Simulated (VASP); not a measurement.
Here is a VASP 6.6.1 calculation.

Contents of INCAR:

```
SYSTEM = In
PREC = Accurate
ENCUT = 600
EDIFF = 1E-6
ISMEAR = -1
SIGMA = 0.05
LREAL = .False.
LASPH = .True.
NELM = 80
ALGO = Normal
ISIF = 3
LWAVE = .False.
LCHARG = .False.
GGA = PS
IBRION = 2
NSW = 32
EDIFFG = -0.005
PSTRESS = 3200.0
```

File KPOINTS:

```
regular mesh
0
Gamma
  18 18 10
  0 0 0
```

POSCAR

```
In
1.0
    2.4905362559      0.0000000000      0.0000000000
   -1.2452681280      2.1568676666      0.0000000000
    0.0000000000      0.0000000000      4.1124175240
In
2
Direct
    0.3333333333      0.6666666667      0.2500000000
    0.6666666667      0.3333333333      0.7500000000
```

Potentials or basis: VASP PAW PBE potentials, release 64 (In_d).

Launch:

```console
$ cat potpaw_PBE.64/In_d/POTCAR > POTCAR
$ mpirun -np 1 vasp_std > vasp.out
```

Question: Estimate the space group after relaxing (to 0.1 Å).

Answer: P6_3/mmc (No. 194).

Question: Estimate the relaxed cell.

Answer: a = 2.492 Å, b = 2.492 Å, c = 4.115 Å, α = 90.00°, β = 90.00°, γ = 120.00°.

Question: Estimate the band gap on the k mesh.

Answer: Zero (bands 13 and 14 overlap by 9.50 eV).

Question: Predict the relaxed volume.

Answer: 11.07 Å³/atom.

The path:
| step | energy change (eV) | largest force (eV/Å) | pressure (GPa) | volume (Å³) |
| --- | --- | --- | --- | --- |
| 1 | 0.0000 | 0.0000 | 322.36 | 22.09 |
| 2 | -1.0083 | 0.0000 | 295.19 | 22.61 |
| 3 | -0.0863 | 0.0000 | 319.87 | 22.13 |
| 4 | -0.0817 | 0.0000 | 320.02 | 22.13 |

Caveat: the cell is relaxed towards a set pressure, so the run minimises the enthalpy, not the energy; the PAW data sets were made with another functional, which shifts forces and pressure a little; spin-orbit coupling is left out, which moves the levels of the heavy elements.
